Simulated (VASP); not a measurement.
Write the native input for VASP 6.6.1 that does the following.

```
Task                   : single point
Functional             : PBE
Potentials or basis    : VASP PAW PBE potentials, release 64 (Hg, Te)
Cutoff                 : 500 eV
k mesh                 : 4 × 4 × 4
Occupations            : methfessel-paxton, width 0.048 eV
Spin                   : collinear spin, zero start
Starting moments       : [0.0, 0.0] μB
Dipole correction      : no
Further INCAR settings : ALGO = Normal; EDIFF = 1e-06; NBANDS = 20
```

The structure of HgTe lies in POSCAR:

```
HgTe
1.0
    0.0000000000      3.0771170000      3.0771170000
    3.0771170000      0.0000000000      3.0771170000
    3.0771170000      3.0771170000      0.0000000000
Hg Te
1 1
Direct
    0.0000000000      0.0000000000      0.0000000000
    0.5000000000      0.5000000000      0.5000000000
```

The input as run:

INCAR

```
PREC     = Accurate       # precision mode
ENCUT    = 500            # plane-wave cutoff, eV
EDIFF    = 1E-6           # SCF threshold, eV
ISMEAR   = 1              # smearing method
SIGMA    = 0.048          # smearing width, eV
LREAL    = F              # projectors in reciprocal space
LASPH    = T              # aspherical terms in the spheres
NELM     = 200            # most SCF steps
ALGO     = Normal         # electronic algorithm
ISIF     = 2              # what is computed and relaxed
LWAVE    = F              # write WAVECAR
LCHARG   = F              # write CHGCAR
ISPIN    = 2              # spin polarisation
MAGMOM   = 0 0            # initial moments
LORBIT   = 11             # projections on sites
GGA      = PE             # functional
NBANDS   = 20             # bands
GGA_COMPAT= F
```

KPOINTS

```
Automatic mesh
0
Gamma
  4 4 4
```

Potentials or basis: VASP PAW PBE potentials, release 64 (Hg, Te).

Launch:

```sh
$ cat potpaw_PBE.64/Hg/POTCAR potpaw_PBE.64/Te/POTCAR > POTCAR
$ mpirun -np 1 vasp_std > vasp.out
```

Results of the run:

```json
{
 "Pressure": "1.2 GPa",
 "Band gap on the k mesh": "zero (filled and empty bands overlap)",
 "Net moment": "0.00 μB per cell",
 "Valence electrons inside the program's atomic spheres": "Hg 10.38; Te 3.34"
}
```

Caveat: the k points lie up to 0.44 Å⁻¹ apart; spin-orbit coupling is left out, which moves the levels of the heavy elements.

It took 19 s on 1 thread of AMD EPYC 7R43 64-Core Processor (Zen 3) (shared host), peak memory 0.17 GiB.
